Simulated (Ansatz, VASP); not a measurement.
**Li in VASP and in Ansatz**

```
Li
1.0
     3.21821    0.00000    0.00000
    -1.60911    2.78705    0.00000
     0.00000    0.00000   10.48720
Li
4
Direct
  0.00000 0.00000 0.00000
  0.00000 0.00000 0.50000
  0.33333 0.66667 0.25000
  0.66667 0.33333 0.75000
```

Alike in both runs: task single point; functional r2SCAN; k mesh 13 × 13 × 4; occupations fermi-dirac, width 0.1 eV; no spin polarisation.

|  | VASP | Ansatz |
| --- | --- | --- |
| version | VASP 6.6.1 | Ansatz 0.2.0 |
| potentials or method | VASP PAW PBE potentials, release 64 (Li_sv), cutoff 830 eV | plane waves (500 eV) with PAW, scalar-relativistic |
| valence electrons in the cell | 12 | 12 |

Ansatz gave:

* pressure (GPa): -1.2
* traceless stress, the component that is largest in VASP (GPa): 0.06

Which values does VASP return?

Pressure (GPa): -1.3; traceless stress, the component that is largest in VASP (GPa): 0.12.

VASP's potentials were made for PBE, not for r2SCAN.
